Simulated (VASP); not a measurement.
# Mg (Im-3m) in VASP: further runs

Runs on Mg. Level: LDA. Tasks: single point.

All numbers are computed with VASP 6.6.1; they aren't measurements. Logs are shortened: lines on timing, memory, paths and dates and some standing lists are left out, and cuts for length are marked.

## (1) The cell of the first run

It takes space group Im-3m (No. 229, cubic). Conventional cell: a = 2.893 Å, b = 2.893 Å, c = 2.893 Å, α = 90.00°, β = 90.00°, γ = 90.00°. Within 3.3 Å of Mg (site symmetry m-3m) lie 14 Mg at 2.51 to 2.89 Å.

## (2) Single point, LDA (volume scaled by 0.94)

Input file INCAR:

```
ALGO     = Normal         # electronic algorithm
EDIFF    = 1E-6           # SCF threshold, eV
ENCUT    = 520            # plane-wave cutoff, eV
GGA      = CA             # functional
ISIF     = 2              # what is computed and relaxed
ISMEAR   = -1             # smearing method
LASPH    = True           # aspherical terms in the spheres
LCHARG   = False          # write CHGCAR
LREAL    = False          # projectors in reciprocal space
LWAVE    = False          # write WAVECAR
NBANDS   = 7              # bands
NELM     = 80             # most SCF steps
PREC     = Accurate       # precision mode
SIGMA    = 0.03           # smearing width, eV
```

Input file KPOINTS:

```
k-points
0
Gamma
  19 19 19
```

Input file POSCAR:

```
Mg
1.0
   -1.4463588895      1.4463588895      1.4463588895
    1.4463588895     -1.4463588895      1.4463588895
    1.4463588895      1.4463588895     -1.4463588895
Mg
1
Direct
    0.0000000000      0.0000000000      0.0000000000
```

Potentials or basis: VASP PAW LDA potentials, release 64 (Mg).

Launch:

```console
$ cat potpaw_LDA.64/Mg/POTCAR > POTCAR
$ mpirun -np 1 vasp_std > vasp.out
```

OUTCAR:

```text
EDIFF = 1E-6
   ENCUT = 520
   GGA = CA
   ISIF = 2
   ISMEAR = -1
   LASPH = True
   LREAL = False
   NELM = 80
   PREC = Accurate

 ion  position               nearest neighbor table
   1  0.000  0.000  0.000-

  LATTYP: Found a body centered cubic cell.
 ALAT       =     2.8927177790

  Lattice vectors:

 A1 = (  -1.4463588895,   1.4463588895,   1.4463588895)
 A2 = (   1.4463588895,  -1.4463588895,   1.4463588895)
 A3 = (   1.4463588895,   1.4463588895,  -1.4463588895)

Analysis of symmetry for initial positions (statically):
=====================================================================
 Subroutine PRICEL returns:
 Original cell was already a primitive cell.

 Routine SETGRP: Setting up the symmetry group for a
 body centered cubic supercell.

 Subroutine GETGRP returns: Found 48 space group operations
 (whereof 48 operations were pure point group operations)
 out of a pool of 48 trial point group operations.

The static configuration has the point symmetry O_h .

Analysis of symmetry for dynamics (positions and initial velocities):
=====================================================================
 Subroutine PRICEL returns:
 Original cell was already a primitive cell.

 Routine SETGRP: Setting up the symmetry group for a
 body centered cubic supercell.

 Subroutine GETGRP returns: Found 48 space group operations
 (whereof 48 operations were pure point group operations)
 out of a pool of 48 trial point group operations.

The dynamic configuration has the point symmetry O_h .

 Subroutine INISYM returns: Found 48 space group operations
 (whereof 48 operations are pure point group operations),
 and found     1 'primitive' translations

----------------------------------------------------------------------------------------

                                     Primitive cell

  volume of cell :      12.1029

  direct lattice vectors                    reciprocal lattice vectors
    -1.446358889  1.446358889  1.446358889     0.000000000  0.345695666  0.345695666
     1.446358889 -1.446358889  1.446358889     0.345695666  0.000000000  0.345695666
     1.446358889  1.446358889 -1.446358889     0.345695666  0.345695666  0.000000000

  length of vectors
     2.505167083  2.505167083  2.505167083     0.488887500  0.488887500  0.488887500

  position of ions in fractional coordinates (direct lattice)
[... 70 lines left out ...]
   ICHARG =      2    charge: 1-file 2-atom 10-const
   ISPIN  =      1    spin polarized calculation?
   LNONCOLLINEAR =      F non collinear calculations
   LSORBIT =      F    spin-orbit coupling
   LASPH  =      T    aspherical Exc in radial PAW
   ENCUT  =  520.0 eV  38.22 Ry    6.18 a.u.   4.66  4.66  4.66*2*pi/ulx,y,z
   NELM   =     80;   NELMIN=  2; NELMDL= -5     # of ELM steps
   EDIFF  = 0.1E-05   stopping-criterion for ELM
   LREAL  =      F    real-space projection
   EDIFFG = 0.1E-04   stopping-criterion for IOM
   NSW    =      0    number of steps for IOM
   IBRION =     -1    ionic relax: 0-MD 1-quasi-New 2-CG
   NFREE  =      0    steps in history (QN), initial steepest desc. (CG)
   ISIF   =      2    stress and relaxation
   ISYM   =      2    0-nonsym 1-usesym 2-fastsym
   POTIM  = 0.5000    time-step for ionic-motion
   TEBEG  =    0.0;   TEEND  =   0.0 temperature during run
   PSTRESS=    0.0 pullay stress
   NELECT =       2.0000    total number of electrons
   NUPDOWN=      -1.0000    fix difference up-down
   EMIN   =  10.00;   EMAX   =-10.00  energy-range for DOS
   EFERMI =   0.00;   METHOD = LEGACY
   ISMEAR =    -1;   SIGMA  =   0.03  broadening in eV -4-tet -1-fermi 0-gaus
   EFERMI_NEDOS =   21; number of points for ismear=-14 and -15
   IALGO  =     38    algorithm
   IMIX   =      4    mixing-type and parameters
     AMIX     =   0.40;   BMIX     =  1.00
     AMIX_MAG =   1.60;   BMIX_MAG =  1.00
  volume/ion in A,a.u.               =      12.10        81.67
  Fermi-wavevector in a.u.,A,eV,Ry     =   0.898370  1.697674 10.980845  0.807069
  Thomas-Fermi vector in A             =   2.021071
   LORBIT       =      0    0 simple, 1 ext, 2 COOP (PROOUT), +10 PAW based schemes
   GGA     = CA    functional components
   LHFCALC =     F    Hartree Fock is set to
   AEXX    =    0.0000 exact exchange contribution
   IVDW    =     0    specifies the selected vdW correction
   LEPSILON=     F    determine dielectric tensor
   LRPA    =     F    only Hartree local field effects (RPA)
 non-spin polarized calculation
  energy-cutoff  :      520.00
  volume of cell :       12.10
 maximum number of plane-waves:       338
   NGX =  9   NGY =  9   NGZ =  9

 number of electron       2.0000000 magnetization

 Free energy of the ion-electron system (eV)
  ---------------------------------------------------
  ext. energy  EPLUGINS =         0.00000000
  ---------------------------------------------------
  free energy    TOTEN  =        -0.50271671 eV

  energy without entropy =       -0.50174959  energy(sigma->0) =       -0.50223315

 E-fermi :   6.9643     XC(G=0): -11.0111

 val. band max:        6.9612855724   @ k =   0.3684   0.1579   0.1053
 cond. band min:       6.9658089671   @ k =  -0.4737  -0.4737   0.2632
 fundamental gap:      0.0045233947
 Fermi energy:         6.9642888248

 k-point     1 :       0.0000    0.0000    0.0000
  band No.  band energies     occupation
      1      -3.2335      2.00000
      2      24.7151      0.00000
      3      24.7151      0.00000
      4      24.7151      0.00000
      5      27.6817      0.00000
      6      27.6817      0.00000
      7      29.6883      0.00000
[... 221 lines left out ...]
 k-point    24 :       0.3158    0.1053    0.0000
  band No.  band energies     occupation
      1       1.7396      2.00000
      2      10.1174      0.00000
      3      16.4116      0.00000
      4      21.8551      0.00000
      5      23.8326      0.00000
      6      27.8794      0.00000
      7      31.6192      0.00000

 [... further k-points ...]
[... 5 lines left out ...]
  --------------------------------------------------------------------------------------
  -------------------------------------------------------------------------------------
  Total        5.3492819      5.3492819      5.3492819      0.0000000     -0.0000000     -0.0000000
  in kB      708.1379459    708.1379459    708.1379459      0.0000000     -0.0000000     -0.0000000
  external PRESSURE =     708.1379459 kB  Pullay stress =       0.0000000 kB

 VOLUME and BASIS-vectors are now :
 -----------------------------------------------------------------------------
  energy-cutoff  :      520.00
  volume of cell :       12.10
      direct lattice vectors                 reciprocal lattice vectors
    -1.446358889  1.446358889  1.446358889     0.000000000  0.345695666  0.345695666
     1.446358889 -1.446358889  1.446358889     0.345695666  0.000000000  0.345695666
     1.446358889  1.446358889 -1.446358889     0.345695666  0.345695666  0.000000000

 POSITION                                       TOTAL-FORCE (eV/Angst)
 -----------------------------------------------------------------------------------
      0.00000      0.00000      0.00000         0.000000     -0.000000      0.000000
 -----------------------------------------------------------------------------------
    total drift:                                0.000000      0.000000      0.000000

  FREE ENERGIE OF THE ION-ELECTRON SYSTEM (eV)
  ---------------------------------------------------
  free  energy   TOTEN  =        -0.5027167106 eV

  energy  without entropy=       -0.5017495894  energy(sigma->0) =       -0.50223315
```

OSZICAR:

```text
N       E                     dE             d eps       ncg     rms          rms(c)
DAV:   1     0.480717275145E+00    0.48072E+00   -0.93555E+02  3472   0.205E+02
DAV:   2    -0.557560107591E+00   -0.10383E+01   -0.99217E+00  4291   0.153E+01
DAV:   3    -0.560118388675E+00   -0.25583E-02   -0.25582E-02  3661   0.855E-01
DAV:   4    -0.560121038121E+00   -0.26494E-05   -0.26492E-05  4389   0.214E-02
DAV:   5    -0.560121042131E+00   -0.40097E-08   -0.42621E-08  3773   0.553E-04    0.782E-01
DAV:   6    -0.524190109511E+00    0.35931E-01   -0.55465E-04  3465   0.150E-01    0.498E-01
DAV:   7    -0.502952619072E+00    0.21237E-01   -0.13197E-03  3276   0.234E-01    0.205E-02
DAV:   8    -0.502735023457E+00    0.21760E-03   -0.32220E-05  3801   0.359E-02    0.640E-03
DAV:   9    -0.502717377622E+00    0.17646E-04   -0.68984E-06  3528   0.161E-02    0.812E-04
DAV:  10    -0.502716710564E+00    0.66706E-06   -0.81120E-08  1960   0.181E-03
   1 F= -.50271671E+00 E0= -.50223315E+00  d E =-.967121E-03
```

stdout:

```text
POSCAR found type information on POSCAR Mg
 POSCAR found :  1 types and       1 ions
 scaLAPACK will be used
 LDA part: xc-table for (Slater(with rela. corr.)+CA(PZ))
 , standard interpolation
 POSCAR, INCAR and KPOINTS ok, starting setup
 FFT: planning ... GRIDC
 FFT: planning ... GRID_SOFT
 FFT: planning ... GRID
 WAVECAR not read
 entering main loop
```

Wall time 7.7 s (1 thread of Intel Xeon Platinum 8559C (Emerald Rapids), shared host); peak memory 0.12 GiB.

Results:

```
Free energy            : -0.5027 eV
Pressure               : 70.8 GPa
Band gap on the k mesh : zero (band 1 reaches 10.27 eV, above the bottom of band 2 at 6.03 eV)
```

## (3) Single point, LDA (volume scaled by 0.98)

INCAR: that of step 2 with these lines changed.

```diff
@@ -3,3 +3,2 @@
 ENCUT    = 520            # plane-wave cutoff, eV
-GGA      = CA             # functional
 ISIF     = 2              # what is computed and relaxed
@@ -11,3 +10,3 @@
 NBANDS   = 7              # bands
-NELM     = 80             # most SCF steps
+NELM     = 100            # most SCF steps
 PREC     = Accurate       # precision mode
```

KPOINTS is that of step 2.

Input file POSCAR:

```
Mg
1.0
   -1.4665903054      1.4665903054      1.4665903054
    1.4665903054     -1.4665903054      1.4665903054
    1.4665903054      1.4665903054     -1.4665903054
Mg
1
Direct
    0.0000000000      0.0000000000      0.0000000000
```

Potentials or basis: VASP PAW LDA potentials, release 64 (Mg).

Launch:

```console
$ cat potpaw_LDA.64/Mg/POTCAR > POTCAR
$ mpirun -np 1 vasp_std > vasp.out
```

Wall time 8.1 s (1 thread of Intel Xeon Platinum 8559C (Emerald Rapids), shared host); peak memory 0.13 GiB.

The run converged. Its results:

- Free energy: -0.7133 eV
- Pressure: 60.5 GPa
- Band gap on the k mesh: zero (band 1 reaches 9.91 eV, above the bottom of band 2 at 5.67 eV)

Levels at points of the mesh, in eV from the Fermi level:
| k point | band 1 | band 2 | band 3 | band 4 | band 5 |
| --- | --- | --- | --- | --- | --- |
| (0.00, 0.00, 0.00) | -9.97 | 17.39 | 17.39 | 17.39 | 20.28 |

## (4) Single point, LDA (volume scaled by 1.01)

Input file INCAR:

```
PREC = Accurate ; ENCUT = 520
EDIFF = 1E-7 ; ISMEAR = -1
SIGMA = 0.03 ; LREAL = False
LASPH = True ; NELM = 100
ALGO = Normal ; ISIF = 2
LWAVE = False ; LCHARG = True
LELF = True ; LVHAR = True
NBANDS = 7
```

Input file KPOINTS:

```
Automatic mesh
0
Gamma
  19 19 19
```

Input file POSCAR:

```
Mg
1.0
   -1.4814053516      1.4814053516      1.4814053516
    1.4814053516     -1.4814053516      1.4814053516
    1.4814053516      1.4814053516     -1.4814053516
Mg
1
Direct
    0.0000000000      0.0000000000      0.0000000000
```

Launch:

```console
$ cat potpaw_LDA.64/Mg/POTCAR > POTCAR
$ mpirun -np 1 vasp_std > vasp.out
```

It took 9 s on 1 thread of Intel Xeon Platinum 8559C (Emerald Rapids), shared host; peak memory 0.13 GiB.

The run converged. Its results:

```yaml
Free_energy: -0.8509 eV
Pressure: 53.8 GPa
Band_gap_on_the_k_mesh: zero (band 1 reaches 9.66 eV, above the bottom of band 2 at 5.42 eV)
```

Levels at points of the mesh, in eV from the Fermi level:
```tsv
k point	band 1	band 2	band 3	band 4
(0.00, 0.00, 0.00)	-9.81	17.13	17.13	17.13
```

## (5) Single point, LDA (volume scaled by 1.04)

Input file INCAR:

```
SYSTEM = Mg
PREC     = Accurate       ! precision mode
ENCUT    = 520            ! plane-wave cutoff, eV
EDIFF    = 1E-6           ! SCF threshold, eV
ISMEAR   = -1             ! smearing method
SIGMA    = 0.03           ! smearing width, eV
LREAL    = .FALSE.        ! projectors in reciprocal space
LASPH    = .TRUE.         ! aspherical terms in the spheres
NELM     = 80             ! most SCF steps
ALGO     = Normal         ! electronic algorithm
ISIF     = 2              ! what is computed and relaxed
LWAVE    = .FALSE.        ! write WAVECAR
LCHARG   = .FALSE.        ! write CHGCAR
GGA      = CA             ! functional
NBANDS   = 7              ! bands
```

Input file KPOINTS:

```
regular mesh
0
G
  19 19 19
  0 0 0
```

Input file POSCAR:

```
Mg
1.0
   -1.4959298597      1.4959298597      1.4959298597
    1.4959298597     -1.4959298597      1.4959298597
    1.4959298597      1.4959298597     -1.4959298597
Mg
1
Direct
    0.0000000000      0.0000000000      0.0000000000
```

Launch:

```console
$ cat potpaw_LDA.64/Mg/POTCAR > POTCAR
$ mpirun -np 1 vasp_std > vasp.out
```

Wall time 11 s (1 thread of Intel Xeon Platinum 8559C (Emerald Rapids), shared host); peak memory 0.13 GiB.

It converged, with:

| Item | Value |
| --- | --- |
| Free energy | -0.9732 eV |
| Pressure | 47.8 GPa |
| Band gap on the k mesh | zero (band 1 reaches 9.42 eV, above the bottom of band 2 at 5.18 eV) |

Levels at points of the mesh, in eV from the Fermi level:
| k point | band 1 | band 2 | band 3 | band 4 | band 5 | band 6 |
| --- | --- | --- | --- | --- | --- | --- |
| (0.00, 0.00, 0.00) | -9.65 | 16.88 | 16.88 | 16.88 | 19.68 | 19.68 |

## (6) Single point, LDA (volume scaled by 0.96)

Input file INCAR:

```
PREC = Accurate
ENCUT = 520
EDIFF = 1E-7
ISMEAR = -1
SIGMA = 0.03
LREAL = F
LASPH = T
NELM = 80
ALGO = Normal
ISIF = 2
LWAVE = F
LCHARG = F
NBANDS = 7
```

Input file KPOINTS:

```
Automatic mesh
0
Gamma
  19 19 19
```

Input file POSCAR:

```
Mg
1.0
   -1.4565448511      1.4565448511      1.4565448511
    1.4565448511     -1.4565448511      1.4565448511
    1.4565448511      1.4565448511     -1.4565448511
Mg
1
Direct
    0.0000000000      0.0000000000      0.0000000000
```

Potentials or basis: VASP PAW LDA potentials, release 64 (Mg).

Launch:

```console
$ cat potpaw_LDA.64/Mg/POTCAR > POTCAR
$ mpirun -np 1 vasp_std > vasp.out
```

Run time: 10 s. Hardware: 1 thread of AMD EPYC 9R45 (Zen 5), shared host; peak memory 0.1 GiB.

The run converged. Its results:

| Item | Value |
| --- | --- |
| Free energy | -0.6122 eV |
| Pressure | 65.4 GPa |
| Band gap on the k mesh | zero (band 1 reaches 10.09 eV, above the bottom of band 2 at 5.85 eV) |

Levels at points of the mesh, in eV from the Fermi level:
```csv
k point,band 1,band 2,band 3,band 4,band 5
"(0.00, 0.00, 0.00)",-10.08,17.57,17.57,17.57,20.50
```

## (7) The runs side by side

| cell | gap on the mesh (eV) | pressure (GPa) |
| --- | --- | --- |
| a = 2.505 Å, angles 109.5°, 1 atom | none | 70.8 |
| a = 2.540 Å, angles 109.5°, 1 atom | none | 60.5 |
| a = 2.566 Å, angles 109.5°, 1 atom | none | 53.8 |
| a = 2.591 Å, angles 109.5°, 1 atom | none | 47.8 |
| a = 2.523 Å, angles 109.5°, 1 atom | none | 65.4 |

Alike in all rows: task single point; level LDA; potentials or basis VASP PAW LDA potentials, release 64 (Mg); no spin polarisation; k mesh 19 × 19 × 19; cutoff (eV) 520; smearing fermi-dirac 0.03 eV.

Absolute energies hang on the potentials; compare differences alone.
